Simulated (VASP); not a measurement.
# C12F in VASP: single point with PBE+D3(BJ)

Aim: the single point of C12F with PBE+D3(BJ).

Program: VASP 6.6.1. These are calculated values, not measurements. Logs are shortened: lines on timing, memory, paths and dates and some standing lists are left out, and cuts for length are marked.

## 1. The cell of the first run

The cell holds a slab with vacuum, 13 atoms: a = 4.931 Å, b = 4.010 Å, c = 21.501 Å, α = 90.00°, β = 90.00°, γ = 90.00°.

## 2. Single point, PBE+D3(BJ), collinear spin

The input, INCAR:

```
SYSTEM = C12F
PREC = Accurate ; ENCUT = 520
EDIFF = 1E-6 ; ISMEAR = 0
SIGMA = 0.05 ; LREAL = .FALSE.
LASPH = .TRUE. ; NELM = 150
ALGO = Normal ; ISIF = 2
LWAVE = .FALSE. ; LCHARG = .FALSE.
ISPIN = 2 ; MAGMOM = 0 0 0 0 0 0 0 0 0 0 0 0 1
LORBIT = 11 ; LDIPOL = .TRUE.
IDIPOL = 3 ; DIPOL = 0.5 0.5 0.301
GGA = PE ; IVDW = 12
NBANDS = 44 ; KPAR = 4
```

The input, KPOINTS:

```
regular mesh
0
G
  6 7 1
  0 0 0
```

The input, POSCAR:

```
C12F
1.0
    4.9311586499      0.0000000000      0.0000000000
    0.0000000000      4.0098697868      0.0000000000
    0.0000000000      0.0000000000     21.5014222695
C F
12 1
Direct
    0.2500000000      0.3776970812      0.1860342051
    0.7500000000      0.3776970812      0.1860342051
    0.0000000000      0.4720802729      0.2140334862
    0.5000000000      0.4720802729      0.2140334862
    0.0000000000      0.6609561993      0.2700645448
    0.5000000000      0.6609561993      0.2700645448
    0.2500000000      0.7503682393      0.2976235638
    0.7500000000      0.7503682393      0.2976235638
    0.2500000000      0.9412923823      0.3569251107
    0.7500000000      0.9412923823      0.3569251107
    0.0000000000      0.0234307025      0.3814362681
    0.5000000000      0.0234307025      0.3814362681
    0.1666666667      0.5234307025      0.4977076463
```

Potentials or basis: VASP PAW PBE potentials, release 64 (C, F).

Launch:

```
> cat potpaw_PBE.64/C/POTCAR potpaw_PBE.64/F/POTCAR > POTCAR
> mpirun -np 4 vasp_std > vasp.out
```

OUTCAR:

```text
SYSTEM = C12F
   PREC = Accurate
   ENCUT = 520
   EDIFF = 1E-6
   ISMEAR = 0
   LREAL = .FALSE.
   LASPH = .TRUE.
   NELM = 150
   ISIF = 2
   ISPIN = 2
   LORBIT = 11
   GGA = PE
   IVDW = 12
 IVDW          = 12

 ion  position               nearest neighbor table
   1  0.250  0.378  0.186-   3 1.42   4 1.42
   2  0.750  0.378  0.186-   3 1.42   4 1.42
   3  0.000  0.472  0.214-   5 1.42   2 1.42   1 1.42
   4  0.500  0.472  0.214-   6 1.42   2 1.42   1 1.42
   5  0.000  0.661  0.270-   7 1.41   8 1.41   3 1.42
   6  0.500  0.661  0.270-   7 1.41   8 1.41   4 1.42
   7  0.250  0.750  0.298-   5 1.41   6 1.41   9 1.49
   8  0.750  0.750  0.298-   5 1.41   6 1.41  10 1.49
   9  0.250  0.941  0.357-  11 1.38  12 1.38   7 1.49
  10  0.750  0.941  0.357-  11 1.38  12 1.38   8 1.49
  11  0.000  0.023  0.381-   9 1.38  10 1.38
  12  0.500  0.023  0.381-   9 1.38  10 1.38
  13  0.167  0.523  0.498-

  LATTYP: Found a simple orthorhombic cell.
 ALAT       =     4.0098697868
 B/A-ratio  =     1.2297553068
 C/A-ratio  =     5.3621248102

  Lattice vectors:

 A1 = (   0.0000000000,  -4.0098697868,   0.0000000000)
 A2 = (   4.9311586499,   0.0000000000,   0.0000000000)
 A3 = (   0.0000000000,   0.0000000000,  21.5014222695)

Analysis of symmetry for initial positions (statically):
=====================================================================
 Subroutine PRICEL returns:
 Original cell was already a primitive cell.

 Routine SETGRP: Setting up the symmetry group for a
 simple orthorhombic supercell.

 Subroutine GETGRP returns: Found  1 space group operations
 (whereof  1 operations were pure point group operations)
 out of a pool of  8 trial point group operations.

The static configuration has the point symmetry C_1 .

Analysis of symmetry for dynamics (positions and initial velocities):
=====================================================================
 Subroutine PRICEL returns:
 Original cell was already a primitive cell.

 Routine SETGRP: Setting up the symmetry group for a
 simple orthorhombic supercell.

 Subroutine GETGRP returns: Found  1 space group operations
 (whereof  1 operations were pure point group operations)
 out of a pool of  8 trial point group operations.

The dynamic configuration has the point symmetry C_1 .

Analysis of structural, dynamic, and magnetic symmetry:
=====================================================================
 Subroutine PRICEL returns:
 Original cell was already a primitive cell.

 Routine SETGRP: Setting up the symmetry group for a
 simple orthorhombic supercell.

 Subroutine GETGRP returns: Found  1 space group operations
 (whereof  1 operations were pure point group operations)
 out of a pool of  8 trial point group operations.

The overall configuration has the point symmetry C_1 .

 Subroutine INISYM returns: Found  1 space group operations
 (whereof  1 operations are pure point group operations),
 and found     1 'primitive' translations

----------------------------------------------------------------------------------------

                                     Primitive cell

  volume of cell :     425.1542

  direct lattice vectors                    reciprocal lattice vectors
     4.931158650  0.000000000  0.000000000     0.202792096  0.000000000  0.000000000
     0.000000000  4.009869787  0.000000000     0.000000000  0.249384657  0.000000000
     0.000000000  0.000000000 21.501422270     0.000000000  0.000000000  0.046508551

  length of vectors
     4.931158650  4.009869787 21.501422270     0.202792096  0.249384657  0.046508551

  position of ions in fractional coordinates (direct lattice)
     0.250000000  0.377697081  0.186034205
     0.750000000  0.377697081  0.186034205
     0.000000000  0.472080273  0.214033486
     0.500000000  0.472080273  0.214033486
     0.000000000  0.660956199  0.270064545
     0.500000000  0.660956199  0.270064545
     0.250000000  0.750368239  0.297623564
     0.750000000  0.750368239  0.297623564
     0.250000000  0.941292382  0.356925111
     0.750000000  0.941292382  0.356925111
     0.000000000  0.023430703  0.381436268
[... 94 lines left out ...]
   ISYM   =      2    0-nonsym 1-usesym 2-fastsym
   POTIM  = 0.5000    time-step for ionic-motion
   TEBEG  =    0.0;   TEEND  =   0.0 temperature during run
   PSTRESS=    0.0 pullay stress
   NELECT =      55.0000    total number of electrons
   NUPDOWN=      -1.0000    fix difference up-down
   EMIN   =  10.00;   EMAX   =-10.00  energy-range for DOS
   EFERMI =   0.00;   METHOD = LEGACY
   ISMEAR =     0;   SIGMA  =   0.05  broadening in eV -4-tet -1-fermi 0-gaus
   EFERMI_NEDOS =   21; number of points for ismear=-14 and -15
   IALGO  =     38    algorithm
   IMIX   =      4    mixing-type and parameters
     AMIX     =   0.40;   BMIX     =  1.00
     AMIX_MAG =   1.60;   BMIX_MAG =  1.00
  volume/ion in A,a.u.               =      32.70       220.70
  Fermi-wavevector in a.u.,A,eV,Ry     =   0.827968  1.564633  9.327217  0.685531
  Thomas-Fermi vector in A             =   1.940263
   LORBIT       =     11    0 simple, 1 ext, 2 COOP (PROOUT), +10 PAW based schemes
   GGA     = PE    functional components
   LHFCALC =     F    Hartree Fock is set to
   AEXX    =    0.0000 exact exchange contribution
   IVDW    =    12    specifies the selected vdW correction
   LEPSILON=     F    determine dielectric tensor
   LRPA    =     F    only Hartree local field effects (RPA)
 spin polarized calculation
 Gauss-broadening in eV      SIGMA  =   0.05
  energy-cutoff  :      520.00
  volume of cell :      425.15
 maximum number of plane-waves:     11499
 NGX is ok and might be reduce to    40
   NGX = 19   NGY = 15   NGZ = 79

 dipolmoment           0.000000      0.000000     -0.168693 electrons x Angstroem

 number of electron      55.0000010 magnetization       0.0000930

 dipolmoment           0.000000      0.000000      0.386285 electrons x Angstroem

 Free energy of the ion-electron system (eV)
  ---------------------------------------------------
  ext. energy  EPLUGINS =         0.00000000
  ---------------------------------------------------
  free energy    TOTEN  =       -98.88391732 eV

  energy without entropy =      -98.85405584  energy(sigma->0) =      -98.86898658

 E-fermi :  -4.9917     XC(G=0):  -3.7257

 val. band max:       -4.9954447634   @ k =   0.3333   0.0000   0.0000
 cond. band min:      -4.9855149398   @ k =   0.5000   0.4286   0.0000
 fundamental gap:      0.0099298235
 Fermi energy:        -4.9917463962

 spin component 1

 k-point     1 :       0.0000    0.0000    0.0000
  band No.  band energies     occupation
      1     -23.8103      1.00000
      2     -23.7297      1.00000
      3     -21.9744      1.00000
      4     -19.5436      1.00000
      5     -19.5273      1.00000
      6     -19.5074      1.00000
[... 913 lines left out ...]
     38       3.8129      0.00000
     39       4.6326      0.00000
 Fermi energy:        -4.9917463962

 spin component 2

 k-point     1 :       0.0000    0.0000    0.0000
  band No.  band energies     occupation
      1     -23.8101      1.00000
      2     -23.7297      1.00000
      3     -21.9744      1.00000
      4     -19.5436      1.00000
      5     -19.5273      1.00000
      6     -19.5074      1.00000
[... 913 lines left out ...]
     38       3.8154      0.00000
     39       4.6355      0.00000
 [bands above 39 left out]

------------------------ aborting loop because EDIFF is reached ----------------------------------------

 vacuum level on the upper side and lower side of the slab       (xc-potential included)         1.668        -1.782

 Edisp (eV)   -1.33276

 E8    (eV) :    -0.3951

  FORCE on cell =-STRESS in cart. coord.  units (eV):
  Direction    XX          YY          ZZ          XY          YZ          ZX
  --------------------------------------------------------------------------------------
  -------------------------------------------------------------------------------------
  Total      -0.25638    -0.78273    -1.99875     0.01025    -0.24808    -0.15594
  in kB      -0.96615    -2.94968    -7.53220     0.03864    -0.93489    -0.58766
  external pressure =       -3.82 kB  Pullay stress =        0.00 kB

 VOLUME and BASIS-vectors are now :
 -----------------------------------------------------------------------------
  energy-cutoff  :      520.00
  volume of cell :      425.15
      direct lattice vectors                 reciprocal lattice vectors
     4.931158650  0.000000000  0.000000000     0.202792096  0.000000000  0.000000000
     0.000000000  4.009869787  0.000000000     0.000000000  0.249384657  0.000000000
     0.000000000  0.000000000 21.501422270     0.000000000  0.000000000  0.046508551

 POSITION                                       TOTAL-FORCE (eV/Angst)
 -----------------------------------------------------------------------------------
      1.23279      1.51452      4.00000         0.043464      0.858940      1.517387
      3.69837      1.51452      4.00000        -0.044351      0.861364      1.484365
      0.00000      1.89298      4.60202         0.001201     -1.588967     -2.829275
      2.46558      1.89298      4.60202         0.000175     -1.521518     -2.705126
      0.00000      2.65035      5.80677         0.005418      0.663004      1.221432
      2.46558      2.65035      5.80677        -0.007573      0.659988      1.212332
      1.23279      3.00888      6.39933         0.002080      0.190387      0.226555
      3.69837      3.00888      6.39933         0.008003      0.112533      0.159073
      1.23279      3.77446      7.67440         0.062876      0.145706      0.430414
      3.69837      3.77446      7.67440        -0.073685      0.175224      0.531923
      0.00000      0.09395      8.20142         0.186629     -0.231984     -0.063653
      2.46558      0.09395      8.20142        -0.125547     -0.195635     -0.313959
      0.82186      2.09889     10.70142        -0.058691     -0.129042     -0.871467
 -----------------------------------------------------------------------------------
    total drift:                               -0.000042      0.000247      0.000358

  FREE ENERGIE OF THE ION-ELECTRON SYSTEM (eV)
  ---------------------------------------------------
  free  energy   TOTEN  =      -100.2166822810 eV

  energy  without entropy=     -100.1868208005  energy(sigma->0) =     -100.20175154

 vacuum level on the upper side and lower side of the slab         5.205         1.661

 total charge

# of ion       s       p       d       tot
------------------------------------------
    1        0.912   1.522   0.000   2.433
    2        0.912   1.522   0.000   2.434
    3        0.868   1.765   0.000   2.633
    4        0.867   1.766   0.000   2.633
    5        0.875   1.775   0.000   2.650
    6        0.874   1.777   0.000   2.651
    7        0.869   1.734   0.000   2.603
    8        0.869   1.734   0.000   2.603
    9        0.867   1.782   0.000   2.650
   10        0.867   1.784   0.000   2.651
   11        0.918   1.555   0.000   2.473
   12        0.918   1.563   0.000   2.481
   13        1.752   4.089   0.000   5.841
--------------------------------------------------
tot         12.368  24.368   0.000  36.736

 magnetization (x)

# of ion       s       p       d       tot
------------------------------------------
    1       -0.000   0.000   0.000   0.000
    2       -0.000  -0.000   0.000  -0.000
    3        0.000  -0.000   0.000  -0.000
    4        0.000   0.000   0.000   0.000
    5        0.000   0.000   0.000   0.000
    6        0.000   0.000   0.000   0.000
    7       -0.000  -0.000   0.000  -0.000
    8        0.000   0.000   0.000   0.000
    9       -0.000  -0.000   0.000  -0.000
   10        0.000  -0.000   0.000  -0.000
   11        0.000  -0.000   0.000  -0.000
   12        0.000   0.000   0.000   0.000
   13        0.000   0.000   0.000   0.000
--------------------------------------------------
tot          0.000   0.001   0.000   0.001
```

It took 19 min on 4 MPI ranks of AMD EPYC 7R13 (Zen 3), shared host; peak memory 1 GiB.

Results:

- Free energy: -100.2167 eV
- Largest force: 3.245 eV/Å
- Net moment: 0.00 μB per cell
- Valence electrons inside the program's atomic spheres: C 2.43, 2.63, 2.65, 2.60, 2.47, 2.48 (each value once); F 5.84
- Dispersion energy per atom: -0.103 eV

Forces in eV/Å, atoms in the order of the input:
```
C    0.043  0.859  1.517
C   -0.044  0.861  1.484
C    0.001 -1.589 -2.829
C    0.000 -1.522 -2.705
C    0.005  0.663  1.221
C   -0.008  0.660  1.212
C    0.002  0.190  0.227
C    0.008  0.113  0.159
C    0.063  0.146  0.430
C   -0.074  0.175  0.532
C    0.187 -0.232 -0.064
C   -0.126 -0.196 -0.314
F   -0.059 -0.129 -0.871
```

Levels at points of the mesh, in eV from the Fermi level:
Spin up:
```tsv
k point	band 26	band 27	band 28	band 29	band 30	band 31
(0.00, 0.00, 0.00)	-0.11	-0.06	-0.05	0.72	0.76	1.23
(0.50, 0.00, 0.00)	-0.05	-0.04	-0.03	0.15	0.24	3.02
```
Spin down:
```
           k point  band 26  band 27  band 28  band 29  band 30  band 31
(0.00, 0.00, 0.00)    -0.11    -0.06    -0.05     0.72     0.76     1.23
(0.50, 0.00, 0.00)    -0.05    -0.04    -0.03     0.15     0.24     3.02
```
